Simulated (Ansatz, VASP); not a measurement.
**Two plane-wave programs on Sr3Os**

```
Sr Os
1.0
     4.99605    0.00000    0.00000
     0.00000    4.99605    0.00000
     0.00000    0.00000    4.98256
Sr Os
3 1
Direct
  0.00000 0.50000 0.50000
  0.50000 0.00000 0.50000
  0.50000 0.50000 0.00000
  0.00000 0.00000 0.00000
```

Alike in both runs: functional PBE; k mesh 4 × 4 × 4; occupations gaussian, width 0.1 eV; no spin polarisation.

Ansatz relaxed the structure, and its values are those at the end. VASP's run is a single point on that final structure, the one shown.

```csv
,VASP,Ansatz
version,VASP 6.6.1,Ansatz 0.2.0
potentials or method,"VASP PAW PBE potentials, release 64 (Sr_sv, Os), cutoff 520 eV","scalar-relativistic, plane waves, PAW"
valence electrons in the cell,38,46
```

```csv
,VASP,Ansatz,Ansatz less VASP
gap on the k mesh at the Fermi level (eV),none,none,-
pressure (GPa),0.3,0.2,-0.11
```

A gap of «none» marks a metal or a gap that the smearing closes. With one functional, cell and mesh, what is left measures potentials, basis and numerics. VASP's potentials hold 38 valence electrons a cell and Ansatz's 46, so a difference there can come from the potentials and not from the codes.

Spin-orbit coupling is off throughout.
